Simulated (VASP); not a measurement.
# Si (I4/mmm) in VASP: further runs

The runs below take Si through single point, with PBE0.

Program: VASP 6.6.1. These are calculated values, not measurements. Logs are shortened: lines on timing, memory, paths and dates and some standing lists are left out, and cuts for length are marked.

## 1. The cell of the first run

The structure is tetragonal, space group I4/mmm (No. 139). Conventional cell: a = 3.187 Å, b = 3.187 Å, c = 2.587 Å, α = 90.00°, β = 90.00°, γ = 90.00°. Within 3.4 Å of Si (site symmetry 4/mmm) lie 14 Si at 2.59 to 3.19 Å.

## 2. Single point, PBE0

POSCAR

```
Si
1.0
   -1.5937032655      1.5937032655      1.2933767800
    1.5937032655     -1.5937032655      1.2933767800
    1.5937032655      1.5937032655     -1.2933767800
Si
1
Direct
    0.0000000000      0.0000000000      0.0000000000
```

INCAR.step1

```
PREC = Accurate ; ENCUT = 520
EDIFF = 1E-5 ; ISMEAR = -1
SIGMA = 0.05 ; LREAL = F
LASPH = T ; NELM = 100
ALGO = Normal ; ISIF = 2
LWAVE = T ; LCHARG = F
GGA = PE ; NBANDS = 8
```

INCAR.step2

```
PREC = Accurate ; ENCUT = 520
EDIFF = 1E-7 ; ISMEAR = -1
SIGMA = 0.05 ; LREAL = F
LASPH = T ; NELM = 100
ALGO = Normal ; ISIF = 2
LWAVE = F ; LCHARG = F
GGA = PE ; LHFCALC = T
AEXX = 0.25 ; PRECFOCK = Normal
ISTART = 1 ; NBANDS = 8
```

KPOINTS

```
regular mesh
0
Gamma
  8 8 8
```

Potentials or basis: VASP PAW PBE potentials, release 64 (Si).

Started as:

```
$ cat potpaw_PBE.64/Si/POTCAR > POTCAR
$ cp INCAR.step1 INCAR
$ mpirun -np 1 vasp_std > vasp.out
$ cp INCAR.step2 INCAR
$ mpirun -np 1 vasp_std > vasp.out
```

OUTCAR:

```text
PREC = Accurate
   ENCUT = 520
   EDIFF = 1E-7
   ISMEAR = -1
   LREAL = F
   LASPH = T
   NELM = 100
   ISIF = 2
   GGA = PE
   LHFCALC = T
   AEXX = 0.25
   PRECFOCK = Normal
   ISTART = 1

 ion  position               nearest neighbor table
   1  0.000  0.000  0.000-

  LATTYP: Found a body centered tetragonal cell.
 ALAT       =     3.1874065310
 C/A-ratio  =     0.8115543263

  Lattice vectors:

 A1 = (  -1.5937032655,   1.5937032655,   1.2933767800)
 A2 = (   1.5937032655,  -1.5937032655,   1.2933767800)
 A3 = (   1.5937032655,   1.5937032655,  -1.2933767800)

Analysis of symmetry for initial positions (statically):
=====================================================================
 Subroutine PRICEL returns:
 Original cell was already a primitive cell.

 Routine SETGRP: Setting up the symmetry group for a
 body centered tetragonal supercell.

 Subroutine GETGRP returns: Found 16 space group operations
 (whereof 16 operations were pure point group operations)
 out of a pool of 16 trial point group operations.

The static configuration has the point symmetry D_4h.

Analysis of symmetry for dynamics (positions and initial velocities):
=====================================================================
 Subroutine PRICEL returns:
 Original cell was already a primitive cell.

 Routine SETGRP: Setting up the symmetry group for a
 body centered tetragonal supercell.

 Subroutine GETGRP returns: Found 16 space group operations
 (whereof 16 operations were pure point group operations)
 out of a pool of 16 trial point group operations.

The dynamic configuration has the point symmetry D_4h.

 Subroutine INISYM returns: Found 16 space group operations
 (whereof 16 operations are pure point group operations),
 and found     1 'primitive' translations

----------------------------------------------------------------------------------------

                                     Primitive cell

  volume of cell :      13.1401

  direct lattice vectors                    reciprocal lattice vectors
    -1.593703266  1.593703266  1.293376780     0.000000000  0.313734690  0.386584952
     1.593703266 -1.593703266  1.293376780     0.313734690  0.000000000  0.386584952
     1.593703266  1.593703266 -1.293376780     0.313734690  0.313734690  0.000000000

  length of vectors
     2.598577244  2.598577244  2.598577244     0.497872856  0.497872856  0.443687854

  position of ions in fractional coordinates (direct lattice)
     0.000000000  0.000000000  0.000000000

  ion indices of the primitive-cell ions
   primitive index   ion index
                 1           1

----------------------------------------------------------------------------------------

 KPOINTS: regular mesh

Automatic generation of k-mesh.
 Grid dimensions read from file:
 generate k-points for:    8    8    8

 Generating k-lattice:

  Cartesian coordinates                     Fractional coordinates (reciprocal lattice)
     0.000000000  0.039216836  0.048323119     0.125000000 -0.000000000  0.000000000
     0.039216836  0.000000000  0.048323119    -0.000000000  0.125000000  0.000000000
     0.039216836  0.039216836  0.000000000     0.000000000  0.000000000  0.125000000

  Length of vectors
     0.062234107  0.062234107  0.055460982

  Shift w.r.t. Gamma in fractional coordinates (k-lattice)
     0.000000000  0.000000000  0.000000000

 Subroutine IBZKPT returns following result:
 ===========================================

 Found     59 irreducible k-points:

 Following reciprocal coordinates:
            Coordinates               Weight
  0.000000  0.000000  0.000000      1.000000
  0.125000 -0.000000  0.000000      8.000000
  0.250000 -0.000000  0.000000      8.000000
  0.375000 -0.000000  0.000000      8.000000
  0.500000 -0.000000  0.000000      4.000000
  0.125000  0.125000  0.000000      8.000000
[... 16 lines left out ...]
  0.250000  0.125000  0.125000     16.000000
  0.375000  0.125000  0.125000      8.000000
 [... further k-points ...]
   k-points           NKPTS =     59   k-points in BZ     NKDIM =    512   number of bands    NBANDS=      8
   number of dos      NEDOS =    301   number of ions     NIONS =      1
   total plane-waves  NPLWV =   8000
   dimension x,y,z NGX =    20 NGY =   20 NGZ =   20
   dimension x,y,z NGXF=    40 NGYF=   40 NGZF=   40
   ions per type =               1
   NGX,Y,Z   is equivalent  to a cutoff of  12.80, 12.80, 12.80 a.u.
   NGXF,Y,Z  is equivalent  to a cutoff of  25.59, 25.59, 25.59 a.u.
 SYSTEM =  unknown system
   PREC   = accura    normal or accurate (medium, high low for compatibility)
   ISTART =      1    job   : 0-new  1-cont  2-samecut
   ICHARG =      0    charge: 1-file 2-atom 10-const
   ISPIN  =      1    spin polarized calculation?
   LNONCOLLINEAR =      F non collinear calculations
   LSORBIT =      F    spin-orbit coupling
   LASPH  =      T    aspherical Exc in radial PAW
   ENCUT  =  520.0 eV  38.22 Ry    6.18 a.u.   4.83  4.83  4.83*2*pi/ulx,y,z
   NELM   =    100;   NELMIN=  2; NELMDL=  0     # of ELM steps
   EDIFF  = 0.1E-06   stopping-criterion for ELM
   LREAL  =      F    real-space projection
   EDIFFG = 0.1E-05   stopping-criterion for IOM
   NSW    =      0    number of steps for IOM
   IBRION =     -1    ionic relax: 0-MD 1-quasi-New 2-CG
   NFREE  =      0    steps in history (QN), initial steepest desc. (CG)
   ISIF   =      2    stress and relaxation
   ISYM   =      3    0-nonsym 1-usesym 2-fastsym
   POTIM  = 0.5000    time-step for ionic-motion
   TEBEG  =    0.0;   TEEND  =   0.0 temperature during run
   PSTRESS=    0.0 pullay stress
   NELECT =       4.0000    total number of electrons
   NUPDOWN=      -1.0000    fix difference up-down
   EMIN   =  10.00;   EMAX   =-10.00  energy-range for DOS
   EFERMI =   0.00;   METHOD = LEGACY
   ISMEAR =    -1;   SIGMA  =   0.05  broadening in eV -4-tet -1-fermi 0-gaus
   EFERMI_NEDOS =   21; number of points for ismear=-14 and -15
   IALGO  =     38    algorithm
   IMIX   =      1    mixing-type and parameters
     AMIX     =   0.40;   BMIX     =  1.00
     AMIX_MAG =   1.60;   BMIX_MAG =  1.00
  volume/ion in A,a.u.               =      13.14        88.67
  Fermi-wavevector in a.u.,A,eV,Ry     =   1.101273  2.081103 16.501164  1.212801
  Thomas-Fermi vector in A             =   2.237697
[... 5 lines left out ...]
   NKREDX  =     1    reduce k-point grid by
   NKREDY  =     1    reduce k-point grid by
   NKREDZ  =     1    reduce k-point grid by
   AEXX    =    0.2500 exact exchange contribution
   HFSCREEN=    0.0000 screening length (either q_TF or 0.3 A-1)
   HFSCREENC=   0.0000 screening length for correlation (either q_TF or 0.3 A-1)
   ENCUTFOCK=  -1.0 apply spherical cutoff to Coloumb kernel
   IVDW    =     0    specifies the selected vdW correction
   LEPSILON=     F    determine dielectric tensor
   LRPA    =     F    only Hartree local field effects (RPA)
 non-spin polarized calculation
  energy-cutoff  :      520.00
  volume of cell :       13.14
 maximum number of plane-waves:       366
  NGX = 16; NGY = 16; NGZ = 16

 number of electron       4.0000000 magnetization

 Free energy of the ion-electron system (eV)
  ---------------------------------------------------
  ext. energy  EPLUGINS =         0.00000000
  ---------------------------------------------------
  free energy    TOTEN  =        -6.16980281 eV

  energy without entropy =       -6.16882739  energy(sigma->0) =       -6.16931510

 E-fermi :  11.9162     XC(G=0):  -9.0973

 val. band max:       11.4365317482   @ k =  -0.2500  -0.2500   0.1250
 cond. band min:      11.9743947077   @ k =  -0.2500  -0.3750   0.2500
 fundamental gap:      0.5378629595
 Fermi energy:        11.9161884362

 k-point     1 :       0.0000    0.0000    0.0000
  band No.  band energies     occupation
      1      -6.3001      2.00000
      2      22.5072      0.00000
      3      23.7483      0.00000
      4      23.7483      0.00000
      5      26.2671      0.00000
      6      28.1975      0.00000
      7      28.8003      0.00000
      8      28.8003      0.00000

 k-point     2 :       0.1250   -0.0000    0.0000
  band No.  band energies     occupation
      1      -5.6796      2.00000
      2      20.2518      0.00000
      3      22.3081      0.00000
      4      22.8498      0.00000
      5      25.2375      0.00000
      6      27.6514      0.00000
      7      27.8727      0.00000
      8      29.7221      0.00000

 k-point     3 :       0.2500   -0.0000    0.0000
  band No.  band energies     occupation
      1      -3.8226      2.00000
      2      16.2258      0.00000
      3      18.4459      0.00000
      4      20.6961      0.00000
      5      22.2737      0.00000
      6      25.3123      0.00000
      7      31.0832      0.00000
      8      32.2163      0.00000

 k-point     4 :       0.3750   -0.0000    0.0000
  band No.  band energies     occupation
      1      -0.7421      2.00000
      2       9.2149      2.00000
      3      17.6563      0.00000
      4      19.8126      0.00000
      5      19.8394      0.00000
      6      23.3011      0.00000
      7      31.7936      0.00000
      8      37.1742      0.00000

 k-point     5 :       0.5000   -0.0000    0.0000
  band No.  band energies     occupation
      1       3.2175      2.00000
      2       3.9586      2.00000
      3      17.6325      0.00000
      4      18.7673      0.00000
      5      19.5745      0.00000
      6      22.5277      0.00000
      7      32.7076      0.00000
      8      35.3937      0.00000

 k-point     6 :       0.1250    0.1250    0.0000
  band No.  band energies     occupation
      1      -4.3118      2.00000
      2      18.7252      0.00000
      3      18.9970      0.00000
      4      19.6473      0.00000
      5      24.8021      0.00000
      6      25.7790      0.00000
      7      28.5008      0.00000
      8      28.5216      0.00000

 k-point     7 :       0.2500    0.1250    0.0000
  band No.  band energies     occupation
      1      -1.7148      2.00000
      2      12.5368      0.00001
      3      16.2664      0.00000
      4      17.8934      0.00000
      5      23.5086      0.00000
      6      25.3890      0.00000
      7      28.4123      0.00000
      8      32.3362      0.00000
[... 133 lines left out ...]
 k-point    20 :      -0.3750    0.3750    0.0000
  band No.  band energies     occupation
      1      -1.9095      2.00000
      2       5.9613      2.00000
      3      22.9489      0.00000
      4      25.0020      0.00000
      5      25.2664      0.00000
      6      25.4318      0.00000
      7      29.6215      0.00000
      8      30.7356      0.00000

 k-point    21 :       0.5000    0.5000    0.0000
  band No.  band energies     occupation
      1       1.0331      2.00000
      2       2.0413      2.00000
      3      22.5805      0.00000
      4      24.5955      0.00000
      5      25.1074      0.00000
      6      25.5423      0.00000
      7      30.9486      0.00000
      8      32.4896      0.00000

 k-point    22 :       0.1250    0.1250    0.1250
  band No.  band energies     occupation
      1      -2.8459      2.00000
      2      13.2894      0.00000
      3      16.7175      0.00000
      4      17.7171      0.00000
      5      26.8403      0.00000
      6      27.6390      0.00000
      7      31.1807      0.00000
      8      32.3634      0.00000

 k-point    23 :       0.2500    0.1250    0.1250
  band No.  band energies     occupation
      1       0.2313      2.00000
      2      10.1131      2.00000
      3      12.6473      0.00000
      4      14.6219      0.00000
      5      26.6557      0.00000
      6      28.4236      0.00000
      7      32.5688      0.00000
      8      34.0179      0.00000

 k-point    24 :       0.3750    0.1250    0.1250
  band No.  band energies     occupation
      1       4.1571      2.00000
      2       4.9690      2.00000
      3      12.7385      0.00000
      4      13.3073      0.00000
      5      26.6638      0.00000
      6      27.7449      0.00000
      7      33.3119      0.00000
      8      36.5565      0.00000

 [... further k-points ...]

------------------------ aborting loop because EDIFF is reached ----------------------------------------

  FORCE on cell =-STRESS in cart. coord.  units (eV):
  Direction    XX          YY          ZZ          XY          YZ          ZX
  --------------------------------------------------------------------------------------
  -------------------------------------------------------------------------------------
  Total        0.8123815      0.8123815      0.2865898      0.0000000     -0.0000000      0.0000000
  in kB       99.0536848     99.0536848     34.9438979      0.0000000     -0.0000000      0.0000000
  external PRESSURE =      77.6837558 kB  Pullay stress =       0.0000000 kB

 VOLUME and BASIS-vectors are now :
 -----------------------------------------------------------------------------
  energy-cutoff  :      520.00
  volume of cell :       13.14
      direct lattice vectors                 reciprocal lattice vectors
    -1.593703266  1.593703266  1.293376780     0.000000000  0.313734690  0.386584952
     1.593703266 -1.593703266  1.293376780     0.313734690  0.000000000  0.386584952
     1.593703266  1.593703266 -1.293376780     0.313734690  0.313734690  0.000000000

 POSITION                                       TOTAL-FORCE (eV/Angst)
 -----------------------------------------------------------------------------------
      0.00000      0.00000      0.00000        -0.000000      0.000000      0.000000
 -----------------------------------------------------------------------------------
    total drift:                               -0.000000      0.000000     -0.000000

  FREE ENERGIE OF THE ION-ELECTRON SYSTEM (eV)
  ---------------------------------------------------
  free  energy   TOTEN  =        -6.1698028094 eV

  energy  without entropy=       -6.1688273904  energy(sigma->0) =       -6.16931510
```

It took 15 min on 1 thread of AMD EPYC 7R43 (Zen 3), shared host; peak memory 0.1 GiB.

What came out:

```
Free energy            : -6.1698 eV
Pressure               : 7.8 GPa
Band gap on the k mesh : zero (bands 2 and 3 overlap by 14.55 eV)
```

Stress tensor (GPa, compression positive):
```
9.91 0.00 0.00
0.00 9.91 0.00
0.00 0.00 3.49
```

Levels at points of the mesh, in eV from the Fermi level:
```csv
k point,band 1,band 2,band 3,band 4,band 5,band 6
"(0.00, 0.00, 0.00)",-18.22,10.59,11.83,11.83,14.35,16.28
"(0.50, 0.00, 0.00)",-8.70,-7.96,5.72,6.85,7.66,10.61
"(0.50, 0.50, 0.00)",-10.88,-9.87,10.66,12.68,13.19,13.63
"(0.50, 0.50, 0.50)",-3.87,-3.87,-2.06,0.95,4.92,7.54
```

Caveat: the k points lie up to 0.39 Å⁻¹ apart, too coarse for converged energies and pressures of a metal; the PAW data sets were made with another functional, which shifts forces and pressure a little.

[end of part 1 of 2]

The gap in the log of VASP goes by the Fermi energy; the results here count the filled bands.